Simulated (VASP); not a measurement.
CaSe:

```xyz
2
Lattice="0.0000 2.9675 2.9675 2.9675 0.0000 2.9675 2.9675 2.9675 0.0000" Properties=species:S:1:pos:R:3 pbc="T T T"
Ca    0.0000    0.0000    0.0000
Se    2.9675    2.9675    2.9675
```

Base run:

* Program: VASP 6.6.1
* Functional: r2SCAN
* Potentials or basis: VASP PAW PBE potentials, release 64 (Ca_sv, Se)
* Cutoff: 520 eV
* k mesh: 6 × 6 × 6
* Occupations: gaussian, width 0.01 eV
* Spin: no spin polarisation

Its results: band gap on the k mesh 2.52 eV, indirect (least direct gap 3.46 eV); pressure 0.2 GPa.

**Question.** The run is repeated on the same cell with these changes: functional from r2SCAN to PBE. What comes out?

**Answer.** Band gap on the k mesh 2.05 eV, indirect (least direct gap 2.97 eV); pressure 0.7 GPa.

r2SCAN gives the wider gap, since meta-GGAs in the generalised Kohn-Sham scheme recover part of the derivative discontinuity.

Caveats: the PAW data sets were made with another functional, which shifts forces and pressure a little (some runs).

A k mesh can miss the band edges.
